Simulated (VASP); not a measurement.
CsCaBO3: single point with PBE

Crystal: CsCaBO3.

```xyz
24
Lattice="7.5720 0.0000 0.0000 0.0000 7.5720 0.0000 0.0000 0.0000 7.5720" Properties=species:S:1:pos:R:3 pbc="T T T"
Cs    4.8496    2.7224    6.5084
Cs    6.5084    4.8496    2.7224
Cs    1.0636    1.0636    1.0636
Cs    2.7224    6.5084    4.8496
Ca    6.4835    6.4835    6.4835
Ca    4.8745    1.0885    2.6975
Ca    2.6975    4.8745    1.0885
Ca    1.0885    2.6975    4.8745
B     0.7238    4.5098    6.8482
B     3.0622    3.0622    3.0622
B     4.5098    6.8482    0.7238
B     6.8482    0.7238    4.5098
O     0.6448    5.5515    0.2007
O     3.1412    2.0205    3.9867
O     4.4308    5.8065    7.3713
O     6.9272    1.7655    3.5853
O     0.2007    0.6448    5.5515
O     3.9867    3.1412    2.0205
O     7.3713    4.4308    5.8065
O     3.5853    6.9272    1.7655
O     5.5515    0.2007    0.6448
O     2.0205    3.9867    3.1412
O     5.8065    7.3713    4.4308
O     1.7655    3.5853    6.9272
```

- Program: VASP 6.6.1
- Task: single point
- Functional: PBE
- Potentials or basis: VASP PAW PBE potentials, release 64 (Cs_sv, Ca_sv, B, O)
- Cutoff: 520 eV
- k mesh: 3 × 3 × 3
- Occupations: fermi-dirac, width 0.02 eV
- Spin: no spin polarisation
- Dipole correction: no
- Further INCAR settings: LREAL = Auto; ALGO = Fast; EDIFF = 1e-06; NBANDS = 98

The pressure is 1.7 GPa, the largest force is 0.080 eV/Å and the band gap on the k mesh is 4.06 eV.

Forces on the atoms (eV/Å):
```
Cs  -0.006  0.006  0.006
Cs   0.006 -0.006  0.006
Cs  -0.006 -0.006 -0.006
Cs   0.006  0.006 -0.006
Ca  -0.002 -0.002 -0.002
Ca   0.002  0.002 -0.002
Ca  -0.002  0.002  0.002
Ca   0.002 -0.002  0.002
B    0.000  0.000  0.000
B    0.000  0.000  0.000
B    0.000  0.000  0.000
B    0.000  0.000  0.000
O   -0.018  0.045  0.063
O    0.018 -0.045  0.063
O   -0.018 -0.045 -0.063
O    0.018  0.045 -0.063
O    0.063 -0.018  0.045
O    0.063  0.018 -0.045
O   -0.063 -0.018 -0.045
O   -0.063  0.018  0.045
O    0.045  0.063 -0.018
O   -0.045  0.063  0.018
O   -0.045 -0.063 -0.018
O    0.045 -0.063  0.018
```

Levels at points of the mesh, in eV from the valence-band top:
```
           k point  band 76  band 77  band 78  band 79  band 80  band 81  band 82  band 83  band 84  band 85
(0.00, 0.00, 0.00)    -0.56    -0.32    -0.32    -0.32     0.00     4.06     5.43     5.43     5.43     6.27
```

It took 8.4 min on 1 thread of Intel(R) Xeon(R) Platinum 8488C (Sapphire Rapids), with other jobs on the host, peak memory 0.48 GiB.

Caveat: spin-orbit coupling is left out, which moves the levels of the heavy elements.
